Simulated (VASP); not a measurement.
MnHg:

```
CELL_PARAMETERS angstrom
3.31500 0.00000 0.00000
0.00000 3.31500 0.00000
0.00000 0.00000 3.31500
ATOMIC_POSITIONS crystal
Hg 0.00000 0.00000 0.00000
Mn 0.50000 0.50000 0.50000
```

Base run:

```yaml
Program: VASP 6.6.1
Functional: PBE
Potentials_or_basis: VASP PAW PBE potentials, release 64 (Hg, Mn_pv)
Cutoff: 520 eV
k_mesh: 7 × 7 × 7
Occupations: fermi-dirac, width 0.05 eV
Spin: collinear spin, ferromagnetic start
Starting_moments: "[0.0, 5.0] μB"
Fixed_moment: 5 μB
```

Its results: pressure 10.1 GPa; site moments Hg +0.19; Mn +4.33 μB.

Task: The run is repeated on the same cell with these changes: fixed moment from 5 μB to 1 μB; moments at the start from [0.0, 5.0] to [0.0, 1.0]. What comes out?

Result: Pressure -12.1 GPa; site moments Hg -0.07; Mn +1.13 μB.

Caveats: the total moment is fixed, so each spin has its own Fermi level.
